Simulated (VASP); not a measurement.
# InP (F-43m) in VASP: further runs

The runs below take InP through single point, with r2SCAN+D4.

Everything below comes from runs of VASP 6.6.1. Logs are shortened: lines on timing, memory, paths and dates and some standing lists are left out, and cuts for length are marked.

## 1. The cell of the first run

It takes space group F-43m (No. 216, cubic). The conventional cell has a = 5.708 Å, b = 5.708 Å, c = 5.708 Å, α = 90.00°, β = 90.00°, γ = 90.00°. In (site symmetry -43m) has 4 P at 2.47 Å within 3.3 Å. Within 3.3 Å of P (site symmetry -43m) lie 4 In at 2.47 Å.

## 2. Single point, r2SCAN+D4

POSCAR

```
InP
1.0
    4.0363327515      0.0000000000      0.0000000000
    2.0181663758      3.4955667010      0.0000000000
    2.0181663758      1.1651889003      3.2956518911
In P
1 1
Direct
    0.0000000000      0.0000000000      0.0000000000
    0.2500000000      0.2500000000      0.2500000000
```

INCAR.step1

```
PREC = Accurate
ENCUT = 520
ISMEAR = -1
SIGMA = 0.15
LREAL = F
LASPH = T
NELM = 80
NBANDS = 16
GGA = PE
ALGO = Normal
EDIFF = 1E-4
LWAVE = T
LCHARG = F
```

INCAR.step2

```
PREC = Accurate
ENCUT = 520
EDIFF = 1E-7
ISMEAR = -1
SIGMA = 0.15
LREAL = F
LASPH = T
NELM = 80
ALGO = Normal
ISIF = 2
LWAVE = F
LCHARG = T
METAGGA = R2SCAN
LMIXTAU = T
IVDW = 13
VDW_S6 = 1.0
VDW_S8 = 0.6018749
VDW_A1 = 0.51559235
VDW_A2 = 5.77342911
LELF = T
LVHAR = T
NBANDS = 16
ISTART = 1
```

KPOINTS

```
Automatic mesh
0
Gamma
  6 6 6
```

Potentials or basis: VASP PAW PBE potentials, release 64 (In_d, P).

Started as:

```sh
$ cat potpaw_PBE.64/In_d/POTCAR potpaw_PBE.64/P/POTCAR > POTCAR
$ cp INCAR.step1 INCAR
$ mpirun -np 1 vasp_std > vasp.out
$ cp INCAR.step2 INCAR
$ mpirun -np 1 vasp_std > vasp.out
```

OUTCAR:

```text
PREC = Accurate
   ENCUT = 520
   EDIFF = 1E-7
   ISMEAR = -1
   LREAL = F
   LASPH = T
   NELM = 80
   ISIF = 2
   METAGGA = R2SCAN
   IVDW = 13
   ISTART = 1

 ion  position               nearest neighbor table
   1  0.000  0.000  0.000-   2 2.47   2 2.47   2 2.47   2 2.47
   2  0.250  0.250  0.250-   1 2.47   1 2.47   1 2.47   1 2.47

  LATTYP: Found a face centered cubic cell.
 ALAT       =     5.7082365195

  Lattice vectors:

 A1 = (   4.0363327515,   0.0000000000,   0.0000000000)
 A2 = (   2.0181663758,   3.4955667010,   0.0000000000)
 A3 = (   2.0181663758,   1.1651889003,   3.2956518911)

Analysis of symmetry for initial positions (statically):
=====================================================================
 Subroutine PRICEL returns:
 Original cell was already a primitive cell.

 Routine SETGRP: Setting up the symmetry group for a
 face centered cubic supercell.

 Subroutine GETGRP returns: Found 24 space group operations
 (whereof 24 operations were pure point group operations)
 out of a pool of 48 trial point group operations.

The static configuration has the point symmetry T_d .

Analysis of symmetry for dynamics (positions and initial velocities):
=====================================================================
 Subroutine PRICEL returns:
 Original cell was already a primitive cell.

 Routine SETGRP: Setting up the symmetry group for a
 face centered cubic supercell.

 Subroutine GETGRP returns: Found 24 space group operations
 (whereof 24 operations were pure point group operations)
 out of a pool of 48 trial point group operations.

The dynamic configuration has the point symmetry T_d .

 Subroutine INISYM returns: Found 24 space group operations
 (whereof 24 operations are pure point group operations),
 and found     1 'primitive' translations

----------------------------------------------------------------------------------------

                                     Primitive cell

  volume of cell :      46.4992

  direct lattice vectors                    reciprocal lattice vectors
     4.036332751  0.000000000  0.000000000     0.247749643 -0.143038323 -0.101143368
     2.018166376  3.495566701  0.000000000     0.000000000  0.286076647 -0.101143368
     2.018166376  1.165188900  3.295651891     0.000000000  0.000000000  0.303430105

  length of vectors
     4.036332751  4.036332752  4.036332752     0.303430105  0.303430105  0.303430105

  position of ions in fractional coordinates (direct lattice)
     0.000000000  0.000000000  0.000000000
     0.250000000  0.250000000  0.250000000

  ion indices of the primitive-cell ions
   primitive index   ion index
                 1           1
                 2           2

----------------------------------------------------------------------------------------

 KPOINTS: Automatic mesh

Automatic generation of k-mesh.
 Grid dimensions read from file:
 generate k-points for:    6    6    6

 Generating k-lattice:

  Cartesian coordinates                     Fractional coordinates (reciprocal lattice)
     0.041291607 -0.023839721 -0.016857228     0.166666667  0.000000000  0.000000000
     0.000000000  0.047679441 -0.016857228     0.000000000  0.166666667 -0.000000000
     0.000000000  0.000000000  0.050571684     0.000000000  0.000000000  0.166666667

  Length of vectors
     0.050571684  0.050571684  0.050571684

  Shift w.r.t. Gamma in fractional coordinates (k-lattice)
     0.000000000  0.000000000  0.000000000

 Subroutine IBZKPT returns following result:
 ===========================================

 Found     16 irreducible k-points:

 Following reciprocal coordinates:
            Coordinates               Weight
  0.000000  0.000000  0.000000      1.000000
  0.166667  0.000000 -0.000000      8.000000
  0.333333 -0.000000 -0.000000      8.000000
  0.500000  0.000000  0.000000      4.000000
  0.166667  0.166667  0.000000      6.000000
  0.333333  0.166667  0.000000     24.000000
[... 8 lines left out ...]
 -0.333333  0.333333  0.166667     24.000000
 -0.333333  0.500000  0.166667     12.000000
   k-points           NKPTS =     16   k-points in BZ     NKDIM =     16   number of bands    NBANDS=     16
   number of dos      NEDOS =    301   number of ions     NIONS =      2
   total plane-waves  NPLWV =  27000
   dimension x,y,z NGX =    30 NGY =   30 NGZ =   30
   dimension x,y,z NGXF=    60 NGYF=   60 NGZF=   60
   ions per type =               1   1
   NGX,Y,Z   is equivalent  to a cutoff of  12.36, 12.36, 12.36 a.u.
   NGXF,Y,Z  is equivalent  to a cutoff of  24.71, 24.71, 24.71 a.u.
 SYSTEM =  unknown system
   PREC   = accura    normal or accurate (medium, high low for compatibility)
   ISTART =      1    job   : 0-new  1-cont  2-samecut
   ICHARG =      0    charge: 1-file 2-atom 10-const
   ISPIN  =      1    spin polarized calculation?
   LNONCOLLINEAR =      F non collinear calculations
   LSORBIT =      F    spin-orbit coupling
   LASPH  =      T    aspherical Exc in radial PAW
   ENCUT  =  520.0 eV  38.22 Ry    6.18 a.u.   7.50  7.50  7.50*2*pi/ulx,y,z
   NELM   =     80;   NELMIN=  2; NELMDL=  0     # of ELM steps
   EDIFF  = 0.1E-06   stopping-criterion for ELM
   LREAL  =      F    real-space projection
   EDIFFG = 0.1E-05   stopping-criterion for IOM
   NSW    =      0    number of steps for IOM
   IBRION =     -1    ionic relax: 0-MD 1-quasi-New 2-CG
   NFREE  =      0    steps in history (QN), initial steepest desc. (CG)
   ISIF   =      2    stress and relaxation
   ISYM   =      2    0-nonsym 1-usesym 2-fastsym
   POTIM  = 0.5000    time-step for ionic-motion
   TEBEG  =    0.0;   TEEND  =   0.0 temperature during run
   PSTRESS=    0.0 pullay stress
   NELECT =      18.0000    total number of electrons
   NUPDOWN=      -1.0000    fix difference up-down
   EMIN   =  10.00;   EMAX   =-10.00  energy-range for DOS
   EFERMI =   0.00;   METHOD = LEGACY
   ISMEAR =    -1;   SIGMA  =   0.15  broadening in eV -4-tet -1-fermi 0-gaus
   EFERMI_NEDOS =   21; number of points for ismear=-14 and -15
   IALGO  =     38    algorithm
   IMIX   =      4    mixing-type and parameters
     AMIX     =   0.40;   BMIX     =  1.00
     AMIX_MAG =   1.60;   BMIX_MAG =  1.00
  volume/ion in A,a.u.               =      23.25       156.90
  Fermi-wavevector in a.u.,A,eV,Ry     =   1.193119  2.254668 19.368336  1.423533
  Thomas-Fermi vector in A             =   2.329141
   LORBIT       =      0    0 simple, 1 ext, 2 COOP (PROOUT), +10 PAW based schemes
   METAGGA = R2SCAN    functional components
   LHFCALC =     F    Hartree Fock is set to
   AEXX    =    0.0000 exact exchange contribution
   IVDW    =    13    specifies the selected vdW correction
   LEPSILON=     F    determine dielectric tensor
   LRPA    =     F    only Hartree local field effects (RPA)
 non-spin polarized calculation
  energy-cutoff  :      520.00
  volume of cell :       46.50
 maximum number of plane-waves:      1272
   NGX = 15   NGY = 15   NGZ = 15

 number of electron      17.9999992 magnetization

 Free energy of the ion-electron system (eV)
  ---------------------------------------------------
  ext. energy  EPLUGINS =         0.00000000
  ---------------------------------------------------
  free energy    TOTEN  =       -32.16419081 eV

  energy without entropy =      -32.16387675  energy(sigma->0) =      -32.16403378

 E-fermi :   6.8062     XC(G=0): -10.2591

 val. band max:        5.9337498334   @ k =   0.0000   0.0000   0.0000
 cond. band min:       7.5601178523   @ k =   0.0000   0.0000   0.0000
 fundamental gap:      1.6263680189
 Fermi energy:         6.8061956603

 k-point     1 :       0.0000    0.0000    0.0000
  band No.  band energies     occupation
      1      -8.9123      2.00000
      2      -8.9123      2.00000
      3      -8.9123      2.00000
      4      -8.6848      2.00000
      5      -8.6848      2.00000
      6      -6.6620      2.00000
[... 8 lines left out ...]
     15      15.9710      0.00000
     16      15.9710      0.00000

 k-point     2 :       0.1667    0.0000   -0.0000
  band No.  band energies     occupation
      1      -8.9650      2.00000
      2      -8.8947      2.00000
      3      -8.8946      2.00000
      4      -8.6842      2.00000
      5      -8.6842      2.00000
      6      -6.2843      2.00000
[... 8 lines left out ...]
     15      15.0599      0.00000
     16      16.2533      0.00000

 k-point     3 :       0.3333   -0.0000   -0.0000
  band No.  band energies     occupation
      1      -9.0556      2.00000
      2      -8.8660      2.00000
      3      -8.8660      2.00000
      4      -8.6758      2.00000
      5      -8.6758      2.00000
      6      -5.3108      2.00000
[... 8 lines left out ...]
     15      15.6499      0.00000
     16      15.6499      0.00000

 k-point     4 :       0.5000    0.0000    0.0000
  band No.  band energies     occupation
      1      -9.0959      2.00000
      2      -8.8557      2.00000
      3      -8.8557      2.00000
      4      -8.6669      2.00000
      5      -8.6669      2.00000
      6      -4.5604      2.00000
[... 8 lines left out ...]
     15      17.3521      0.00000
     16      17.3521      0.00000
[... 172 lines left out ...]
 k-point    14 :       0.5000    0.3333    0.1667
  band No.  band energies     occupation
      1      -9.1114      2.00000
      2      -8.8333      2.00000
      3      -8.8089      2.00000
      4      -8.7140      2.00000
      5      -8.6594      2.00000
      6      -4.5578      2.00000
[... 8 lines left out ...]
     15      18.0897      0.00000
     16      18.7376      0.00000

 k-point    15 :      -0.3333    0.3333    0.1667
  band No.  band energies     occupation
      1      -9.1260      2.00000
      2      -8.8327      2.00000
      3      -8.7933      2.00000
      4      -8.7063      2.00000
      5      -8.6663      2.00000
      6      -3.9521      2.00000
[... 8 lines left out ...]
     15      18.0499      0.00000
     16      18.5387      0.00000

 k-point    16 :      -0.3333    0.5000    0.1667
  band No.  band energies     occupation
      1      -9.1504      2.00000
      2      -8.8076      2.00000
      3      -8.7741      2.00000
      4      -8.7281      2.00000
      5      -8.6541      2.00000
      6      -3.7024      2.00000
[... 8 lines left out ...]
     15      18.1063      0.00000
     16      18.9853      0.00000

------------------------ aborting loop because EDIFF is reached ----------------------------------------

  DFT-D4 for vdW energy calculation

  Edisp (eV):   -0.25634

  FORCE on cell =-STRESS in cart. coord.  units (eV):
  Direction    XX          YY          ZZ          XY          YZ          ZX
  --------------------------------------------------------------------------------------
  -------------------------------------------------------------------------------------
  Total       2.29097     2.29097     2.29097     0.00000    -0.00000     0.00000
  in kB      78.93778    78.93778    78.93778     0.00000    -0.00000     0.00000
  external pressure =       78.94 kB  Pullay stress =        0.00 kB

 VOLUME and BASIS-vectors are now :
 -----------------------------------------------------------------------------
  energy-cutoff  :      520.00
  volume of cell :       46.50
      direct lattice vectors                 reciprocal lattice vectors
     4.036332751  0.000000000  0.000000000     0.247749643 -0.143038323 -0.101143368
     2.018166376  3.495566701  0.000000000     0.000000000  0.286076647 -0.101143368
     2.018166376  1.165188900  3.295651891     0.000000000  0.000000000  0.303430105

 POSITION                                       TOTAL-FORCE (eV/Angst)
 -----------------------------------------------------------------------------------
      0.00000      0.00000      0.00000         0.000000      0.000000      0.000000
      2.01817      1.16519      0.82391        -0.000000     -0.000000     -0.000000
 -----------------------------------------------------------------------------------
    total drift:                               -0.000004     -0.000002     -0.000001

  FREE ENERGIE OF THE ION-ELECTRON SYSTEM (eV)
  ---------------------------------------------------
  free  energy   TOTEN  =       -32.4205345732 eV

  energy  without entropy=      -32.4202205083  energy(sigma->0) =      -32.42037754
```

Wall time 28 s (1 thread of Intel Xeon 6975P-C (Granite Rapids), shared host); peak memory 0.17 GiB.

What came out:

* Free energy: -32.4205 eV
* Pressure: 7.9 GPa
* Band gap on the k mesh: 1.63 eV, direct
* Dispersion energy per atom: -0.128 eV

Caveat: the PAW data sets were made with another functional, which shifts forces and pressure a little; spin-orbit coupling is left out, which moves the levels of the heavy elements. r2SCAN opens gaps a little over a GGA but as a rule still falls short of measured ones.

## 3. Single point, r2SCAN+D4

This run uses another cell than the first one, of 23.73 Å³/atom, 1.021 times its volume.

POSCAR

```
InP
1.0
    4.0639413662      0.0000000000      0.0000000000
    2.0319706831      3.5194764626      0.0000000000
    2.0319706831      1.1731588209      3.3181942306
In P
1 1
Direct
    0.0000000000      0.0000000000      0.0000000000
    0.2500000000      0.2500000000      0.2500000000
```

INCAR.step1

```
PREC = Accurate ; ENCUT = 520
ISMEAR = -1 ; SIGMA = 0.15
LREAL = F ; LASPH = T
NELM = 100 ; NBANDS = 16
GGA = PE ; ALGO = Normal
EDIFF = 1E-4 ; LWAVE = T
LCHARG = F
```

INCAR.step2

```
PREC = Accurate ; ENCUT = 520
EDIFF = 1E-7 ; ISMEAR = -1
SIGMA = 0.15 ; LREAL = F
LASPH = T ; NELM = 100
ALGO = Normal ; ISIF = 2
LWAVE = F ; LCHARG = F
METAGGA = R2SCAN ; LMIXTAU = T
IVDW = 13 ; VDW_S6 = 1.0
VDW_S8 = 0.6018749 ; VDW_A1 = 0.51559235
VDW_A2 = 5.77342911 ; NBANDS = 16
ISTART = 1
```

KPOINTS

```
regular mesh
0
Gamma
  6 6 6
```

Potentials or basis: VASP PAW PBE potentials, release 64 (In_d, P).

Started as:

```sh
$ cat potpaw_PBE.64/In_d/POTCAR potpaw_PBE.64/P/POTCAR > POTCAR
$ cp INCAR.step1 INCAR
$ mpirun -np 1 vasp_std > vasp.out
$ cp INCAR.step2 INCAR
$ mpirun -np 1 vasp_std > vasp.out
```

OUTCAR:

```text
PREC = Accurate
   ENCUT = 520
   EDIFF = 1E-7
   ISMEAR = -1
   LREAL = F
   LASPH = T
   NELM = 100
   ISIF = 2
   METAGGA = R2SCAN
   IVDW = 13
   ISTART = 1

 ion  position               nearest neighbor table
   1  0.000  0.000  0.000-   2 2.49   2 2.49   2 2.49   2 2.49
   2  0.250  0.250  0.250-   1 2.49   1 2.49   1 2.49   1 2.49

  LATTYP: Found a face centered cubic cell.
 ALAT       =     5.7472809967

  Lattice vectors:

 A1 = (   4.0639413662,   0.0000000000,   0.0000000000)
 A2 = (   2.0319706831,   3.5194764626,   0.0000000000)
 A3 = (   2.0319706831,   1.1731588209,   3.3181942306)

Analysis of symmetry for initial positions (statically):
=====================================================================
 Subroutine PRICEL returns:
 Original cell was already a primitive cell.

 Routine SETGRP: Setting up the symmetry group for a
 face centered cubic supercell.

 Subroutine GETGRP returns: Found 24 space group operations
 (whereof 24 operations were pure point group operations)
 out of a pool of 48 trial point group operations.

The static configuration has the point symmetry T_d .

Analysis of symmetry for dynamics (positions and initial velocities):
[... 153 lines left out ...]
 fundamental gap:      1.5093918863
 Fermi energy:         6.5327633649

 k-point     1 :       0.0000    0.0000    0.0000
  band No.  band energies     occupation
      1      -9.1034      2.00000
      2      -9.1034      2.00000
      3      -9.1034      2.00000
      4      -8.8893      2.00000
      5      -8.8893      2.00000
      6      -6.7470      2.00000
[... 281 lines left out ...]
      3      -8.9737      2.00000
      4      -8.9294      2.00000
      5      -8.8605      2.00000
      6      -3.8983      2.00000
[... 8 lines left out ...]
     15      17.7876      0.00000
     16      18.6375      0.00000

------------------------ aborting loop because EDIFF is reached ----------------------------------------

  DFT-D4 for vdW energy calculation

  Edisp (eV):   -0.25162

  FORCE on cell =-STRESS in cart. coord.  units (eV):
  Direction    XX          YY          ZZ          XY          YZ          ZX
  --------------------------------------------------------------------------------------
  -------------------------------------------------------------------------------------
  Total       1.73425     1.73425     1.73425     0.00000     0.00000    -0.00000
  in kB      58.54554    58.54554    58.54554     0.00000     0.00000    -0.00000
  external pressure =       58.55 kB  Pullay stress =        0.00 kB

 VOLUME and BASIS-vectors are now :
 -----------------------------------------------------------------------------
  energy-cutoff  :      520.00
  volume of cell :       47.46
      direct lattice vectors                 reciprocal lattice vectors
     4.063941366  0.000000000  0.000000000     0.246066542 -0.142066584 -0.100456245
     2.031970683  3.519476463  0.000000000     0.000000000  0.284133169 -0.100456245
     2.031970683  1.173158821  3.318194231     0.000000000  0.000000000  0.301368736

 POSITION                                       TOTAL-FORCE (eV/Angst)
 -----------------------------------------------------------------------------------
      0.00000      0.00000      0.00000         0.000000      0.000000     -0.000000
      2.03197      1.17316      0.82955        -0.000000     -0.000000      0.000000
 -----------------------------------------------------------------------------------
    total drift:                               -0.000002     -0.000001     -0.000001

  FREE ENERGIE OF THE ION-ELECTRON SYSTEM (eV)
  ---------------------------------------------------
  free  energy   TOTEN  =       -32.4620883357 eV

  energy  without entropy=      -32.4617191721  energy(sigma->0) =      -32.46190375
```

Wall time 27 s (1 thread of Intel Xeon 6975P-C (Granite Rapids), shared host); peak memory 0.17 GiB.

What came out:

| Property | Result |
| --- | --- |
| Free energy | -32.4621 eV |
| Pressure | 5.9 GPa |
| Band gap on the k mesh | 1.51 eV, direct |
| Dispersion energy per atom | -0.126 eV |

Caveat: the PAW data sets were made with another functional, which shifts forces and pressure a little; spin-orbit coupling is left out, which moves the levels of the heavy elements.
